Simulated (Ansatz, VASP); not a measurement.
**Al2O3: VASP beside Ansatz**

```
Al O
1.0
     4.22518    0.00000    0.00000
     0.00000    8.80727    0.00000
     0.00000    0.00000    2.97459
Al O
4 6
Cartesian
  1.7487 2.9152 1.4873
  2.4765 5.8921 1.4873
  3.8613 1.4884 0.0000
  0.3639 7.3188 0.0000
  3.0910 1.9613 1.4873
  0.0000 0.0000 0.0000
  3.2468 6.3649 0.0000
  0.9784 2.4424 0.0000
  1.1342 6.8460 1.4873
  2.1126 4.4036 1.4873
```

Change from the starting cell: strain -0.080 along x and y, +0.000 along z, atoms carried along.

Alike in both runs: task single point; functional LDA; k mesh 6 × 4 × 8; occupations gaussian, width 0.05 eV; no spin polarisation.

|  | VASP | Ansatz |
| --- | --- | --- |
| version | VASP 6.6.1 | Ansatz 0.2.0 |
| potentials or method | VASP PAW LDA potentials, release 64 (Al, O), cutoff 520 eV | scalar-relativistic, plane waves, PAW |
| valence electrons in the cell | 48 | 48 |

VASP gave:

* gap on the k mesh at the Fermi level (eV): 4.65
* least direct gap on the mesh (eV): 4.65
* pressure (GPa): 41.0
* traceless stress, the component that is largest in VASP (GPa): 31.31
* rms of the force components (eV/Å): 1.747

Q: Which values does Ansatz return?

A: gap on the k mesh at the Fermi level (eV): 4.66; least direct gap on the mesh (eV): 4.66; pressure (GPa): 38.7; traceless stress, the component that is largest in VASP (GPa): 29.78; rms of the force components (eV/Å): 1.657.

LDA's correlation is that of Perdew and Zunger in VASP and of Perdew and Wang (1992) in Ansatz. Atom by atom the forces differ by 0.091 eV/Å (rms over components). Both programs put the cell under a high pressure, so it lies far from rest at this level.
